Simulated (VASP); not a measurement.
# ICs in VASP: single point with r2SCAN

Aim: the single point of ICs with r2SCAN.

All numbers are computed with VASP 6.6.1; they aren't measurements. Logs are shortened: lines on timing, memory, paths and dates and some standing lists are left out, and cuts for length are marked.

### 1 The cell of the first run

The cell holds a molecule in a box, 2 atoms: a = 9.000 Å, b = 9.000 Å, c = 13.000 Å, α = 90.00°, β = 90.00°, γ = 90.00°.

### 2 Single point, r2SCAN

POSCAR reads:

```
CsI
1.0
    9.0000000000      0.0000000000      0.0000000000
    0.0000000000      9.0000000000      0.0000000000
    0.0000000000      0.0000000000     13.0000000000
I Cs
1 1
Direct
    0.5014444400      0.5023333300      0.3751080000
    0.5014444400      0.5023333300      0.6301227700
```

INCAR.step1 reads:

```
ISMEAR = 0
SIGMA = 0.03
LWAVE = True
LCHARG = True
ISIF = 0
NELM = 100
ALGO = Normal
PREC = Accurate
LASPH = True
LREAL = False
EDIFF = 1E-5
GGA_COMPAT = False
ENCUT = 440
EFERMI = MIDGAP
NELMDL = -8
GGA = PE
```

INCAR.step2 reads:

```
METAGGA = R2SCAN
ISMEAR = 0
SIGMA = 0.03
LWAVE = False
LCHARG = False
ISIF = 0
NELM = 100
ALGO = All
PREC = Accurate
LASPH = True
LREAL = False
EDIFF = 1E-6
GGA_COMPAT = False
ENCUT = 440
EFERMI = MIDGAP
NELMDL = -8
LMIXTAU = True
ISTART = 1
ISEARCH = 1
```

KPOINTS reads:

```
k-points
0
Gamma
  1 1 1
```

Potentials or basis: VASP PAW PBE potentials, release 64 (I, Cs_sv).

The run is started by

```
$ cat potpaw_PBE.64/I/POTCAR potpaw_PBE.64/Cs_sv/POTCAR > POTCAR
$ cp INCAR.step1 INCAR
$ mpirun -np 1 vasp_gam > vasp.out
$ cp INCAR.step2 INCAR
$ mpirun -np 1 vasp_gam > vasp.out
```

OUTCAR:

```text
METAGGA = R2SCAN
   ISMEAR = 0
   ISIF = 0
   NELM = 100
   PREC = Accurate
   LASPH = True
   LREAL = False
   EDIFF = 1E-6
   ENCUT = 440
   EFERMI = MIDGAP
   NELMDL = -8
   ISTART = 1

 Found      1 irreducible k-points:

 Following reciprocal coordinates:
            Coordinates               Weight
  0.000000  0.000000  0.000000      1.000000
   k-points           NKPTS =      1   k-points in BZ     NKDIM =      1   number of bands    NBANDS=     12
   number of dos      NEDOS =    301   number of ions     NIONS =      2
   total plane-waves  NPLWV = 368640
   dimension x,y,z NGX =    64 NGY =   64 NGZ =   90
   dimension x,y,z NGXF=   128 NGYF=  128 NGZF=  180
   ions per type =               1   1
   NGX,Y,Z   is equivalent  to a cutoff of  11.82, 11.82, 11.51 a.u.
   NGXF,Y,Z  is equivalent  to a cutoff of  23.64, 23.64, 23.02 a.u.
 SYSTEM =  unknown system
   PREC   = accura    normal or accurate (medium, high low for compatibility)
   ISTART =      1    job   : 0-new  1-cont  2-samecut
   ICHARG =      0    charge: 1-file 2-atom 10-const
   ISPIN  =      1    spin polarized calculation?
   LNONCOLLINEAR =      F non collinear calculations
   LSORBIT =      F    spin-orbit coupling
   LASPH  =      T    aspherical Exc in radial PAW
   ENCUT  =  440.0 eV  32.34 Ry    5.69 a.u.  15.39 15.39 22.23*2*pi/ulx,y,z
   NELM   =    100;   NELMIN=  2; NELMDL= -8     # of ELM steps
   EDIFF  = 0.1E-05   stopping-criterion for ELM
   LREAL  =      F    real-space projection
   EDIFFG = 0.1E-04   stopping-criterion for IOM
   NSW    =      0    number of steps for IOM
   IBRION =     -1    ionic relax: 0-MD 1-quasi-New 2-CG
   NFREE  =      0    steps in history (QN), initial steepest desc. (CG)
   ISIF   =      0    stress and relaxation
   ISYM   =      2    0-nonsym 1-usesym 2-fastsym
   POTIM  = 0.5000    time-step for ionic-motion
   TEBEG  =    0.0;   TEEND  =   0.0 temperature during run

   SCALEE = 1.0000    scale energy and forces
   PSTRESS=    0.0 pullay stress
   NELECT =      16.0000    total number of electrons
   NUPDOWN=      -1.0000    fix difference up-down
   EMIN   =  10.00;   EMAX   =-10.00  energy-range for DOS
   EFERMI =   0.00;   METHOD = MIDGAP
   ISMEAR =     0;   SIGMA  =   0.03  broadening in eV -4-tet -1-fermi 0-gaus
   EFERMI_NEDOS =   21; number of points for ismear=-14 and -15
   IALGO  =     58    algorithm
   IMIX   =      4    mixing-type and parameters
     AMIX     =   0.40;   BMIX     =  1.00
     AMIX_MAG =   1.60;   BMIX_MAG =  1.00
  volume/ion in A,a.u.               =     526.50      3553.00
  Fermi-wavevector in a.u.,A,eV,Ry     =   0.405482  0.766251  2.237015  0.164416
  Thomas-Fermi vector in A             =   1.357813
   LORBIT       =      0    0 simple, 1 ext, 2 COOP (PROOUT), +10 PAW based schemes
   METAGGA = R2SCAN    functional components
   LHFCALC =     F    Hartree Fock is set to
   AEXX    =    0.0000 exact exchange contribution
   IVDW    =     0    specifies the selected vdW correction
   LEPSILON=     F    determine dielectric tensor
   LRPA    =     F    only Hartree local field effects (RPA)

   CSHIFT  =0.1000    complex shift for real part using Kramers Kronig

   OMEGAMAX=  -1.0    maximum frequency
 non-spin polarized calculation
 Gauss-broadening in eV      SIGMA  =   0.03
  energy-cutoff  :      440.00
  volume of cell :     1053.00
 maximum number of plane-waves:     11009
 NGX is ok and might be reduce to    64
   NGX = 31   NGY = 31   NGZ = 45

 number of electron      15.9999999 magnetization

 Free energy of the ion-electron system (eV)
  ---------------------------------------------------
  ext. energy  EPLUGINS =         0.00000000
  ---------------------------------------------------
  free energy    TOTEN  =       -51.36411462 eV

  energy without entropy =      -51.36411462  energy(sigma->0) =      -51.36411462

 E-fermi :  -2.3755     XC(G=0):  -1.1174

 val. band max:       -4.0538835383   @ k =   0.0000   0.0000   0.0000
 cond. band min:      -0.6981045289   @ k =   0.0000   0.0000   0.0000
 fundamental gap:      3.3557790094
 Fermi energy:        -2.3755112510

 k-point     1 :       0.0000    0.0000    0.0000
  band No.  band energies     occupation
      1     -27.1424      2.00000
      2     -14.5211      2.00000
      3     -13.6463      2.00000
      4     -13.6463      2.00000
      5     -13.2099      2.00000
      6      -4.2280      2.00000
      7      -4.0539      2.00000
      8      -4.0539      2.00000
      9      -0.6981      0.00000
     10       0.6028      0.00000
     11       0.6565      0.00000
     12       1.0019      0.00000

------------------------ aborting loop because EDIFF is reached ----------------------------------------

 VOLUME and BASIS-vectors are now :
 -----------------------------------------------------------------------------
  energy-cutoff  :      440.00
  volume of cell :     1053.00
      direct lattice vectors                 reciprocal lattice vectors
     9.000000000  0.000000000  0.000000000     0.111111111  0.000000000  0.000000000
     0.000000000  9.000000000  0.000000000     0.000000000  0.111111111  0.000000000
     0.000000000  0.000000000 13.000000000     0.000000000  0.000000000  0.076923077

 POSITION                                       TOTAL-FORCE (eV/Angst)
 -----------------------------------------------------------------------------------
      4.51300      4.52100      4.87640        -0.000000      0.000000     -0.099346
      4.51300      4.52100      8.19160         0.000000     -0.000000      0.099346
 -----------------------------------------------------------------------------------
    total drift:                               -0.000042     -0.000028     -0.001091

  FREE ENERGIE OF THE ION-ELECTRON SYSTEM (eV)
  ---------------------------------------------------
  free  energy   TOTEN  =       -51.3641146170 eV

  energy  without entropy=      -51.3641146170  energy(sigma->0) =      -51.36411462
```

Run time: 2.2 min. Hardware: 1 thread of AMD EPYC 9R14 (Zen 4), shared host; peak memory 0.73 GiB.

Results:

```
Free energy                     : -51.3641 eV
Largest force                   : 0.099 eV/Å
Gap between the frontier levels : 3.36 eV
```

Forces on the atoms (eV/Å):
```
I    0.000  0.000 -0.099
Cs   0.000  0.000  0.099
```

Caveat: the PAW data sets were made with another functional, which shifts forces and pressure a little; spin-orbit coupling is left out, which moves the levels of the heavy elements.
